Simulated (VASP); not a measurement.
# C (P6_3/mmc) in VASP: notebook, part 2 of 2

VASP 6.6.1. Earlier steps stand in the parts before.

## (5) Single point, PBEsol+D3(BJ) (9.64 Å³/atom)

File INCAR:

```
PREC = Accurate
ENCUT = 520
EDIFF = 1E-6
ISMEAR = 0
SIGMA = 0.15
LREAL = F
LASPH = T
NELM = 60
ALGO = Normal
ISIF = 2
LWAVE = F
LCHARG = F
GGA = PS
IVDW = 12
NBANDS = 16
```

File KPOINTS:

```
regular mesh
0
Gamma
  21 21 8
```

File POSCAR:

```
C
1.0
    2.5526230703      0.0000000000      0.0000000000
   -1.2763115352      2.2106364252      0.0000000000
    0.0000000000      0.0000000000      6.8333397395
C
4
Direct
    0.0000000000      0.0000000000      0.0025000000
    0.0000000000      0.0000000000      0.5025000000
    0.3333333333      0.6666666667      0.0025000000
    0.6666666667      0.3333333333      0.5025000000
```

Potentials or basis: VASP PAW PBE potentials, release 64 (C).

The run is started by

```console
> cat potpaw_PBE.64/C/POTCAR > POTCAR
> mpirun -np 1 vasp_std > vasp.out
```

OUTCAR:

```text
PREC = Accurate
   ENCUT = 520
   EDIFF = 1E-6
   ISMEAR = 0
   LREAL = F
   LASPH = T
   NELM = 60
   ISIF = 2
   GGA = PS
   IVDW = 12
 IVDW          = 12

 ion  position               nearest neighbor table
   1  0.000  0.000  0.002-   3 1.47   3 1.47   3 1.47
   2  0.000  0.000  0.502-   4 1.47   4 1.47   4 1.47
   3  0.333  0.667  0.002-   1 1.47   1 1.47   1 1.47
   4  0.667  0.333  0.502-   2 1.47   2 1.47   2 1.47

  LATTYP: Found a hexagonal cell.
 ALAT       =     2.5526230703
 C/A-ratio  =     2.6769873778

  Lattice vectors:

 A1 = (   2.5526230703,   0.0000000000,   0.0000000000)
 A2 = (  -1.2763115352,   2.2106364252,   0.0000000000)
 A3 = (   0.0000000000,   0.0000000000,   6.8333397395)

Analysis of symmetry for initial positions (statically):
=====================================================================
 Subroutine PRICEL returns:
 Original cell was already a primitive cell.

 Routine SETGRP: Setting up the symmetry group for a
 hexagonal supercell.

 Subroutine GETGRP returns: Found 24 space group operations
 (whereof  6 operations were pure point group operations)
 out of a pool of 24 trial point group operations.

The static configuration has the point symmetry C_3v.
 The point group associated with its full space group is D_6h.

Analysis of symmetry for dynamics (positions and initial velocities):
=====================================================================
 Subroutine PRICEL returns:
 Original cell was already a primitive cell.

 Routine SETGRP: Setting up the symmetry group for a
 hexagonal supercell.

 Subroutine GETGRP returns: Found 24 space group operations
 (whereof  6 operations were pure point group operations)
 out of a pool of 24 trial point group operations.

[... 122 lines left out ...]
   IALGO  =     38    algorithm
   IMIX   =      4    mixing-type and parameters
     AMIX     =   0.40;   BMIX     =  1.00
     AMIX_MAG =   1.60;   BMIX_MAG =  1.00
  volume/ion in A,a.u.               =       9.64        65.05
  Fermi-wavevector in a.u.,A,eV,Ry     =   1.221057  2.307463 20.286006  1.490979
  Thomas-Fermi vector in A             =   2.356252
   LORBIT       =      0    0 simple, 1 ext, 2 COOP (PROOUT), +10 PAW based schemes
   GGA     = PS    functional components
   LHFCALC =     F    Hartree Fock is set to
   AEXX    =    0.0000 exact exchange contribution
   IVDW    =    12    specifies the selected vdW correction
   LEPSILON=     F    determine dielectric tensor
   LRPA    =     F    only Hartree local field effects (RPA)
 non-spin polarized calculation
 Gauss-broadening in eV      SIGMA  =   0.15
  energy-cutoff  :      520.00
  volume of cell :       38.56
 maximum number of plane-waves:      1058
 NGX is ok and might be reduce to    20
   NGX =  9   NGY =  9   NGZ = 25

 number of electron      15.9999999 magnetization

 Free energy of the ion-electron system (eV)
  ---------------------------------------------------
  ext. energy  EPLUGINS =         0.00000000
  ---------------------------------------------------
  free energy    TOTEN  =       -38.22622907 eV

  energy without entropy =      -38.22535554  energy(sigma->0) =      -38.22579230

 E-fermi :   3.8287     XC(G=0): -10.2126

 val. band max:        3.8238184325   @ k =   0.3333   0.3333   0.5000
 cond. band min:       3.8292309977   @ k =   0.3333   0.3333   0.2500
 fundamental gap:      0.0054125652
 Fermi energy:         3.8287355585

 k-point     1 :       0.0000    0.0000    0.0000
  band No.  band energies     occupation
      1     -14.9480      2.00000
      2     -14.6655      2.00000
      3      -4.0140      2.00000
      4      -2.1041      2.00000
      5       0.8230      2.00000
      6       0.8230      2.00000
[... 433 lines left out ...]
      3      -3.1694      2.00000
      4      -3.0914      2.00000
      5      -2.3417      2.00000
      6      -1.4554      2.00000
[... 8 lines left out ...]
     15      14.6561      0.00000
     16      15.1466      0.00000

 [... further k-points ...]

------------------------ aborting loop because EDIFF is reached ----------------------------------------

 Edisp (eV)   -0.41820

 E8    (eV) :    -0.2032

  FORCE on cell =-STRESS in cart. coord.  units (eV):
  Direction    XX          YY          ZZ          XY          YZ          ZX
  --------------------------------------------------------------------------------------
  -------------------------------------------------------------------------------------
  Total      -9.59466    -9.59466    -0.21942     0.00000    -0.00000     0.00000
  in kB    -398.66033  -398.66033    -9.11707     0.00000    -0.00000     0.00000
  external pressure =     -268.81 kB  Pullay stress =        0.00 kB

 VOLUME and BASIS-vectors are now :
 -----------------------------------------------------------------------------
  energy-cutoff  :      520.00
  volume of cell :       38.56
      direct lattice vectors                 reciprocal lattice vectors
     2.552623070  0.000000000  0.000000000     0.391753883  0.226179210  0.000000000
    -1.276311535  2.210636425  0.000000000     0.000000000  0.452358420  0.000000000
     0.000000000  0.000000000  6.833339740     0.000000000  0.000000000  0.146341326

 POSITION                                       TOTAL-FORCE (eV/Angst)
 -----------------------------------------------------------------------------------
      0.00000      0.00000      0.01708        -0.000000      0.000000     -0.000000
      0.00000      0.00000      3.43375         0.000000     -0.000000      0.000000
     -0.00000      1.47376      0.01708         0.000000      0.000000      0.000000
      1.27631      0.73688      3.43375        -0.000000      0.000000      0.000000
 -----------------------------------------------------------------------------------
    total drift:                               -0.000000     -0.000000      0.000020

  FREE ENERGIE OF THE ION-ELECTRON SYSTEM (eV)
  ---------------------------------------------------
  free  energy   TOTEN  =       -38.6444330011 eV

  energy  without entropy=      -38.6435594739  energy(sigma->0) =      -38.64399624
```

OSZICAR:

```text
N       E                     dE             d eps       ncg     rms          rms(c)
DAV:   1     0.279472673574E+02    0.27947E+02   -0.77376E+03  7680   0.922E+02
DAV:   2    -0.371162089721E+02   -0.65063E+02   -0.59479E+02 11112   0.177E+02
DAV:   3    -0.398493956602E+02   -0.27332E+01   -0.27184E+01  9968   0.339E+01
DAV:   4    -0.398741774431E+02   -0.24782E-01   -0.24768E-01  9792   0.384E+00
DAV:   5    -0.398745944110E+02   -0.41697E-03   -0.41693E-03  9808   0.479E-01    0.783E+00
DAV:   6    -0.386260395792E+02    0.12486E+01   -0.84221E-01  9376   0.559E+00    0.455E+00
DAV:   7    -0.382234595518E+02    0.40258E+00   -0.10275E+00  9608   0.631E+00    0.105E+00
DAV:   8    -0.382265991918E+02   -0.31396E-02   -0.49186E-02  9504   0.130E+00    0.158E-01
DAV:   9    -0.382261028009E+02    0.49639E-03   -0.11087E-03  9656   0.225E-01    0.656E-02
DAV:  10    -0.382262330514E+02   -0.13025E-03   -0.30800E-04  8976   0.107E-01    0.454E-02
DAV:  11    -0.382262286917E+02    0.43597E-05   -0.29341E-05  9824   0.365E-02    0.390E-03
DAV:  12    -0.382262290652E+02   -0.37354E-06   -0.11990E-06  8864   0.707E-03
   1 F= -.38644433E+02 E0= -.38643996E+02  d E =-.873527E-03
```

stdout:

```text
POSCAR found type information on POSCAR C
 POSCAR found :  1 types and       4 ions
 scaLAPACK will be used
 -----------------------------------------------------------------------------
|                                                                             |
|                                                                             |
|     You enforced a specific xc type in the INCAR file but a different       |
|     I HOPE YOU KNOW WHAT YOU ARE DOING!                                     |
|                                                                             |
 -----------------------------------------------------------------------------

 LDA part: xc-table for (Slater+PW92), standard interpolation
 POSCAR, INCAR and KPOINTS ok, starting setup
 FFT: planning ... GRIDC
 FFT: planning ... GRID_SOFT
 FFT: planning ... GRID
 WAVECAR not read
 entering main loop
```

Run time: 2.7 min. Hardware: 1 thread of Intel Xeon 8259CL, shared host; peak memory 0.24 GiB.

Results:

```yaml
Free_energy: -38.6444 eV
Pressure: -26.9 GPa
Band_gap_on_the_k_mesh: zero (bands 8 and 9 overlap by 0.03 eV)
Dispersion_energy_per_atom: -0.105 eV
```

Stress tensor (GPa, compression positive):
```
-39.87   0.00   0.00
  0.00 -39.87   0.00
  0.00   0.00  -0.91
```

Caveat: the cell stands under tension; the PAW data sets were made with another functional, which shifts forces and pressure a little.

## (6) Single point, PBEsol+D3(BJ) (9.64 Å³/atom)

File INCAR:

```
  PREC = Accurate
  ENCUT = 520
  EDIFF = 1E-6
  ISMEAR = 0
  SIGMA = 0.15
  LREAL = False
  LASPH = True
  NELM = 100
  ALGO = Normal
  ISIF = 2
  LWAVE = False
  LCHARG = False
  GGA = PS
  IVDW = 12
  NBANDS = 16
```

KPOINTS is that of step 5.

File POSCAR:

```
C
1.0
    2.5940060615      0.0000000000      0.0000000000
   -1.2970030308      2.2464751468      0.0000000000
    0.0000000000      0.0000000000      6.6170500623
C
4
Direct
    0.0000000000      0.0000000000      0.0025000000
    0.0000000000      0.0000000000      0.5025000000
    0.3333333333      0.6666666667      0.0025000000
    0.6666666667      0.3333333333      0.5025000000
```

Potentials or basis: VASP PAW PBE potentials, release 64 (C).

The run is started by

```console
> cat potpaw_PBE.64/C/POTCAR > POTCAR
> mpirun -np 1 vasp_std > vasp.out
```

Run time: 3 min. Hardware: 1 thread of Intel Xeon 8259CL, shared host; peak memory 0.23 GiB.

It converged, with:

```yaml
Free_energy: -38.2805 eV
Pressure: -36.6 GPa
Band_gap_on_the_k_mesh: zero (bands 8 and 9 overlap by 0.04 eV)
Dispersion_energy_per_atom: -0.105 eV
```

Stress tensor (GPa, compression positive):
```
-54.93   0.00   0.00
  0.00 -54.93   0.00
  0.00   0.00   0.04
```

Levels at points of the mesh, in eV from the Fermi level:
```csv
k point,band 4,band 5,band 6,band 7,band 8,band 9,band 10,band 11,band 12,band 13
"(0.00, 0.00, 0.00)",-5.42,-3.00,-3.00,-2.97,-2.97,4.76,7.35,7.35,7.42,7.42
"(0.00, 0.00, 0.50)",-6.68,-2.99,-2.99,-2.99,-2.99,7.39,7.39,7.39,7.39,7.53
```

Caveat: the cell stands under tension; the PAW data sets were made with another functional, which shifts forces and pressure a little.

## (7) The runs side by side

| cell | gap on the mesh (eV) | pressure (GPa) |
| --- | --- | --- |
| a = 2.512, b = 2.512, c = 7.057 Å, angles 90.0, 90.0, 120.0°, 4 atoms | none | -16.1 |
| a = 2.472, b = 2.472, c = 7.287 Å, angles 90.0, 90.0, 120.0°, 4 atoms | none | -4.3 |
| a = 2.636, b = 2.636, c = 6.408 Å, angles 90.0, 90.0, 120.0°, 4 atoms | none | -45.3 |
| a = 2.553, b = 2.553, c = 6.833 Å, angles 90.0, 90.0, 120.0°, 4 atoms | none | -26.9 |
| a = 2.594, b = 2.594, c = 6.617 Å, angles 90.0, 90.0, 120.0°, 4 atoms | none | -36.6 |

Alike in all rows: task single point; level PBEsol+D3(BJ); potentials or basis VASP PAW PBE potentials, release 64 (C); no spin polarisation; k mesh 21 × 21 × 8; cutoff (eV) 520; smearing gaussian 0.15 eV.

Caveats: the cell stands under tension; the PAW data sets were made with another functional, which shifts forces and pressure a little.

Absolute energies hang on the potentials; compare differences alone.
